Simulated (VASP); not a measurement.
# BiPt (P6_3/mmc) in VASP: further runs, part 3 of 3

VASP 6.6.1.

## Step 5: Electric field gradients, LDA (21.25 Å³/atom)

This run uses another cell than the first one, of 21.25 Å³/atom.

INCAR

```
PREC = Accurate
ENCUT = 520
EDIFF = 1E-8
ISMEAR = -1
SIGMA = 0.05
LREAL = F
LASPH = T
NELM = 60
ALGO = Normal
ISIF = 2
LWAVE = F
LCHARG = F
GGA = CA
LEFG = T
NBANDS = 33
```

KPOINTS

```
regular mesh
0
Gamma
  9 9 6
```

POSCAR

```
BiPt
1.0
    4.2566822037      0.0000000000      0.0000000000
   -2.1283411019      3.6863949243      0.0000000000
    0.0000000000      0.0000000000      5.4158017152
Bi Pt
2 2
Direct
    0.3333333333      0.6666666667      0.2500000000
    0.6666666667      0.3333333333      0.7500000000
    0.0000000000      0.0000000000      0.0000000000
    0.0000000000      0.0000000000      0.5000000000
```

Potentials or basis: VASP PAW LDA potentials, release 64 (Bi_d, Pt).

On the command line:

```bash
> cat potpaw_LDA.64/Bi_d/POTCAR potpaw_LDA.64/Pt/POTCAR > POTCAR
> mpirun -np 1 vasp_std > vasp.out
```

OUTCAR:

```text
PREC = Accurate
   ENCUT = 520
   EDIFF = 1E-8
   ISMEAR = -1
   LREAL = F
   LASPH = T
   NELM = 60
   ISIF = 2
   GGA = CA

 ion  position               nearest neighbor table
   1  0.333  0.667  0.250-   3 2.81   4 2.81   3 2.81   4 2.81   3 2.81   4 2.81   2 3.66   2 3.66
                             2 3.66   2 3.66   2 3.66   2 3.66
   2  0.667  0.333  0.750-   3 2.81   4 2.81   3 2.81   4 2.81   3 2.81   4 2.81   1 3.66   1 3.66
                             1 3.66   1 3.66   1 3.66   1 3.66
   3  0.000  0.000  0.000-   4 2.71   4 2.71   1 2.81   2 2.81   2 2.81   1 2.81   2 2.81   1 2.81

   4  0.000  0.000  0.500-   3 2.71   3 2.71   1 2.81   2 2.81   2 2.81   1 2.81   2 2.81   1 2.81

  LATTYP: Found a hexagonal cell.
 ALAT       =     4.2566822037
 C/A-ratio  =     1.2723058608

  Lattice vectors:

 A1 = (   4.2566822037,   0.0000000000,   0.0000000000)
 A2 = (  -2.1283411019,   3.6863949243,   0.0000000000)
 A3 = (   0.0000000000,   0.0000000000,   5.4158017152)
[... 1075 lines left out ...]
     -0.00000      2.45760      1.35395         0.000000      0.000000      0.000000
      2.12834      1.22880      4.06185        -0.000000     -0.000000      0.000000
      0.00000      0.00000      0.00000        -0.000000     -0.000000     -0.000000
      0.00000      0.00000      2.70790        -0.000000     -0.000000     -0.000000
 -----------------------------------------------------------------------------------
    total drift:                               -0.000000      0.000000      0.000000

  FREE ENERGIE OF THE ION-ELECTRON SYSTEM (eV)
  ---------------------------------------------------
  free  energy   TOTEN  =       -25.1430312872 eV

  energy  without entropy=      -25.1250471726  energy(sigma->0) =      -25.13403923

 Electric field gradients (V/A^2)
---------------------------------------------------------------------
 ion       V_xx      V_yy      V_zz      V_xy      V_xz      V_yz
---------------------------------------------------------------------
   1     -14.097   -14.095    28.192     0.001    -0.000    -0.000
   2     -14.097   -14.095    28.192     0.001     0.000     0.000
   3      90.450    90.450  -180.900    -0.000     0.000    -0.000
   4      90.450    90.450  -180.900    -0.000    -0.000     0.000
---------------------------------------------------------------------

 Electric field gradients after diagonalization (V/A^2)
 (convention: |V_zz| > |V_xx| > |V_yy|)
----------------------------------------------------------------------
 ion       V_xx      V_yy      V_zz     asymmetry (V_yy - V_xx)/ V_zz
----------------------------------------------------------------------
   1     -14.097   -14.095    28.192       0.000
   2     -14.097   -14.095    28.192       0.000
   3      90.451    90.450  -180.900       0.000
   4      90.451    90.450  -180.900       0.000
----------------------------------------------------------------------

           NMR quadrupolar parameters

 Cq : quadrupolar parameter    Cq=e*Q*V_zz/h
 eta: asymmetry parameters     (V_yy - V_xx)/ V_zz
 Q  : nuclear electric quadrupole moment in mb (millibarn)
----------------------------------------------------------------------
 ion       Cq(MHz)       eta       Q (mb)
----------------------------------------------------------------------
   1       0.068       0.000       1.000
   2       0.068       0.000       1.000
   3      -0.437       0.000       1.000
   4      -0.437       0.000       1.000
----------------------------------------------------------------------
```

OSZICAR:

```text
N       E                     dE             d eps       ncg     rms          rms(c)
DAV:   1     0.547769099230E+03    0.54777E+03   -0.25011E+04  3184   0.186E+03
DAV:   2     0.313628511626E+02   -0.51641E+03   -0.49309E+03  3264   0.501E+02
DAV:   3    -0.235361718549E+02   -0.54899E+02   -0.52797E+02  3751   0.166E+02
DAV:   4    -0.255694032107E+02   -0.20332E+01   -0.20234E+01  3631   0.331E+01
DAV:   5    -0.256604872028E+02   -0.91084E-01   -0.91067E-01  4586   0.680E+00    0.122E+01
DAV:   6    -0.252662067029E+02    0.39428E+00   -0.88292E-01  3581   0.627E+00    0.639E+00
DAV:   7    -0.251626995009E+02    0.10351E+00   -0.13525E-01  3976   0.348E+00    0.252E+00
DAV:   8    -0.251438769971E+02    0.18823E-01   -0.59644E-02  3765   0.150E+00    0.364E-01
DAV:   9    -0.251431807846E+02    0.69621E-03   -0.70352E-03  4281   0.894E-01    0.110E-01
DAV:  10    -0.251430291090E+02    0.15168E-03   -0.54054E-04  4158   0.272E-01    0.311E-02
DAV:  11    -0.251430313439E+02   -0.22349E-05   -0.45008E-05  3879   0.424E-02    0.592E-03
DAV:  12    -0.251430312050E+02    0.13891E-06   -0.39622E-06  4166   0.157E-02    0.284E-03
DAV:  13    -0.251430312964E+02   -0.91373E-07   -0.30142E-07  4083   0.526E-03    0.131E-03
DAV:  14    -0.251430312872E+02    0.91195E-08   -0.31958E-08  2996   0.186E-03
   1 F= -.25143031E+02 E0= -.25134039E+02  d E =-.179841E-01
```

stdout:

```text
POSCAR found type information on POSCAR BiPt
 POSCAR found :  2 types and       4 ions
 scaLAPACK will be used
 LDA part: xc-table for (Slater(with rela. corr.)+CA(PZ))
 , standard interpolation
 POSCAR, INCAR and KPOINTS ok, starting setup
 FFT: planning ... GRIDC
 FFT: planning ... GRID_SOFT
 FFT: planning ... GRID
 WAVECAR not read
 entering main loop
ion   1

ion   2

ion   3

ion   4
```

Wall time 1.9 min (1 thread of Intel Xeon Platinum 8488C (Sapphire Rapids), shared host); peak memory 0.24 GiB.

What came out:

- Free energy: -25.1430 eV
- Pressure: 6.1 GPa
- Band gap on the k mesh: zero (bands 25 and 26 overlap by 4.21 eV)
- Largest electric field gradient by atom: Bi +28.2; Pt -180.9 V/Å²

Stress tensor (GPa, compression positive):
```
6.29 0.00 0.00
0.00 6.29 0.00
0.00 0.00 5.81
```

Electric field gradients, principal values (V/Å²):
```csv
atom,least,middle,greatest (by size)
1 Bi,-14.095,-14.097,28.192
2 Bi,-14.095,-14.097,28.192
3 Pt,90.450,90.451,-180.900
4 Pt,90.450,90.451,-180.900
```

Caveat: the cell stands under pressure; without QUAD_EFG the Cq values of the log hold for a quadrupole moment of 1 mb, not for the nuclei; spin-orbit coupling is left out, which moves the levels of the heavy elements.

## Step 6: Electric field gradients, LDA (21.91 Å³/atom)

This run uses another cell than the first one, of 21.91 Å³/atom.

INCAR

```
PREC = Accurate ; ENCUT = 520
EDIFF = 1E-8 ; ISMEAR = -1
SIGMA = 0.05 ; LREAL = False
LASPH = True ; NELM = 100
ALGO = Normal ; ISIF = 2
LWAVE = False ; LCHARG = False
LEFG = True ; NBANDS = 33
```

KPOINTS

```
Automatic mesh
0
Gamma
  9 9 6
```

POSCAR

```
BiPt
1.0
    4.3005686192      0.0000000000      0.0000000000
   -2.1502843097      3.7244016749      0.0000000000
    0.0000000000      0.0000000000      5.4716386588
Bi Pt
2 2
Direct
    0.3333333333      0.6666666667      0.2500000000
    0.6666666667      0.3333333333      0.7500000000
    0.0000000000      0.0000000000      0.0000000000
    0.0000000000      0.0000000000      0.5000000000
```

Potentials or basis: VASP PAW LDA potentials, release 64 (Bi_d, Pt).

On the command line:

```bash
> cat potpaw_LDA.64/Bi_d/POTCAR potpaw_LDA.64/Pt/POTCAR > POTCAR
> mpirun -np 1 vasp_std > vasp.out
```

OUTCAR:

```text
PREC = Accurate
   ENCUT = 520
   EDIFF = 1E-8
   ISMEAR = -1
   LREAL = False
   LASPH = True
   NELM = 100
   ISIF = 2

 ion  position               nearest neighbor table
   1  0.333  0.667  0.250-   3 2.83   4 2.83   3 2.83   4 2.83   3 2.83   4 2.83   2 3.69   2 3.69
                             2 3.69   2 3.69   2 3.69   2 3.69
   2  0.667  0.333  0.750-   3 2.83   4 2.83   3 2.83   4 2.83   3 2.83   4 2.83   1 3.69   1 3.69
                             1 3.69   1 3.69   1 3.69   1 3.69
   3  0.000  0.000  0.000-   4 2.74   4 2.74   1 2.83   2 2.83   2 2.83   1 2.83   2 2.83   1 2.83

   4  0.000  0.000  0.500-   3 2.74   3 2.74   1 2.83   2 2.83   2 2.83   1 2.83   2 2.83   1 2.83

  LATTYP: Found a hexagonal cell.
 ALAT       =     4.3005686192
 C/A-ratio  =     1.2723058608

  Lattice vectors:

 A1 = (   4.3005686192,   0.0000000000,   0.0000000000)
 A2 = (  -2.1502843097,   3.7244016749,   0.0000000000)
 A3 = (   0.0000000000,   0.0000000000,   5.4716386588)

Analysis of symmetry for initial positions (statically):
=====================================================================
 Subroutine PRICEL returns:
[... 1073 lines left out ...]
      0.00000      0.00000      0.00000        -0.000000      0.000000      0.000000
      0.00000      0.00000      2.73582        -0.000000      0.000000      0.000000
 -----------------------------------------------------------------------------------
    total drift:                               -0.000000      0.000000      0.000000

  FREE ENERGIE OF THE ION-ELECTRON SYSTEM (eV)
  ---------------------------------------------------
  free  energy   TOTEN  =       -25.2068520379 eV

  energy  without entropy=      -25.1875978280  energy(sigma->0) =      -25.19722493

 Electric field gradients (V/A^2)
---------------------------------------------------------------------
 ion       V_xx      V_yy      V_zz      V_xy      V_xz      V_yz
---------------------------------------------------------------------
   1      -9.280    -9.278    18.557     0.002     0.000    -0.000
   2      -9.280    -9.278    18.557     0.002    -0.000     0.000
   3      85.600    85.600  -171.199     0.000    -0.000     0.000
   4      85.600    85.600  -171.199     0.000     0.000    -0.000
---------------------------------------------------------------------

 Electric field gradients after diagonalization (V/A^2)
 (convention: |V_zz| > |V_xx| > |V_yy|)
----------------------------------------------------------------------
 ion       V_xx      V_yy      V_zz     asymmetry (V_yy - V_xx)/ V_zz
----------------------------------------------------------------------
   1      -9.281    -9.277    18.557       0.000
   2      -9.281    -9.277    18.557       0.000
   3      85.600    85.600  -171.199       0.000
   4      85.600    85.600  -171.199       0.000
----------------------------------------------------------------------

           NMR quadrupolar parameters

 Cq : quadrupolar parameter    Cq=e*Q*V_zz/h
 eta: asymmetry parameters     (V_yy - V_xx)/ V_zz
 Q  : nuclear electric quadrupole moment in mb (millibarn)
----------------------------------------------------------------------
 ion       Cq(MHz)       eta       Q (mb)
----------------------------------------------------------------------
   1       0.045       0.000       1.000
   2       0.045       0.000       1.000
   3      -0.414       0.000       1.000
   4      -0.414       0.000       1.000
----------------------------------------------------------------------
```

OSZICAR:

```text
N       E                     dE             d eps       ncg     rms          rms(c)
DAV:   1     0.541877243106E+03    0.54188E+03   -0.24940E+04  3192   0.183E+03
DAV:   2     0.303674645349E+02   -0.51151E+03   -0.48889E+03  3225   0.498E+02
DAV:   3    -0.235680278859E+02   -0.53935E+02   -0.51572E+02  3689   0.165E+02
DAV:   4    -0.256249185275E+02   -0.20569E+01   -0.20420E+01  3703   0.330E+01
DAV:   5    -0.257155797984E+02   -0.90661E-01   -0.90645E-01  4570   0.682E+00    0.111E+01
DAV:   6    -0.253274085887E+02    0.38817E+00   -0.91323E-01  3572   0.634E+00    0.578E+00
DAV:   7    -0.252284095266E+02    0.98999E-01   -0.13808E-01  3955   0.341E+00    0.246E+00
DAV:   8    -0.252077543897E+02    0.20655E-01   -0.66941E-02  3807   0.157E+00    0.386E-01
DAV:   9    -0.252069995577E+02    0.75483E-03   -0.69824E-03  4262   0.881E-01    0.113E-01
DAV:  10    -0.252068502247E+02    0.14933E-03   -0.53492E-04  4153   0.259E-01    0.326E-02
DAV:  11    -0.252068520496E+02   -0.18250E-05   -0.42060E-05  3889   0.419E-02    0.551E-03
DAV:  12    -0.252068519430E+02    0.10669E-06   -0.37216E-06  4099   0.153E-02    0.278E-03
DAV:  13    -0.252068520418E+02   -0.98887E-07   -0.30189E-07  4060   0.467E-03    0.118E-03
DAV:  14    -0.252068520379E+02    0.39845E-08   -0.22224E-08  2922   0.141E-03
   1 F= -.25206852E+02 E0= -.25197225E+02  d E =-.192542E-01
```

It took 2.2 min on 1 thread of Intel Xeon Platinum 8488C (Sapphire Rapids), shared host; peak memory 0.24 GiB.

Results:

| Quantity | Value |
| --- | --- |
| Free energy | -25.2069 eV |
| Pressure | 1.5 GPa |
| Band gap on the k mesh | zero (bands 25 and 26 overlap by 4.05 eV) |
| Largest electric field gradient by atom | Bi +18.6; Pt -171.2 V/Å² |

Electric field gradients, principal values (V/Å²):
| atom | least | middle | greatest (by size) |
| --- | --- | --- | --- |
| 1 Bi | -9.277 | -9.281 | 18.557 |
| 2 Bi | -9.277 | -9.281 | 18.557 |
| 3 Pt | 85.600 | 85.600 | -171.199 |
| 4 Pt | 85.600 | 85.600 | -171.199 |

Caveat: without QUAD_EFG the Cq values of the log hold for a quadrupole moment of 1 mb, not for the nuclei; spin-orbit coupling is left out, which moves the levels of the heavy elements.

## Step 7: The runs side by side

```tsv
cell	gap on the mesh (eV)	pressure (GPa)
a = 4.286, b = 4.286, c = 5.453 Å, angles 90.0, 90.0, 120.0°, 4 atoms	none	2.9
a = 4.329, b = 4.329, c = 5.508 Å, angles 90.0, 90.0, 120.0°, 4 atoms	none	-1.2
a = 4.372, b = 4.372, c = 5.562 Å, angles 90.0, 90.0, 120.0°, 4 atoms	none	-4.6
a = 4.257, b = 4.257, c = 5.416 Å, angles 90.0, 90.0, 120.0°, 4 atoms	none	6.1
a = 4.301, b = 4.301, c = 5.472 Å, angles 90.0, 90.0, 120.0°, 4 atoms	none	1.5
```

Alike in all rows: task electric field gradients; level LDA; potentials or basis VASP PAW LDA potentials, release 64 (Bi_d, Pt); no spin polarisation; k mesh 9 × 9 × 6; cutoff (eV) 520; smearing fermi-dirac 0.05 eV.

Caveats: spin-orbit coupling is left out, which moves the levels of the heavy elements; the cell stands under tension (at least some runs); the cell stands under pressure (at least some runs).

Absolute energies hang on the potentials; compare differences alone.
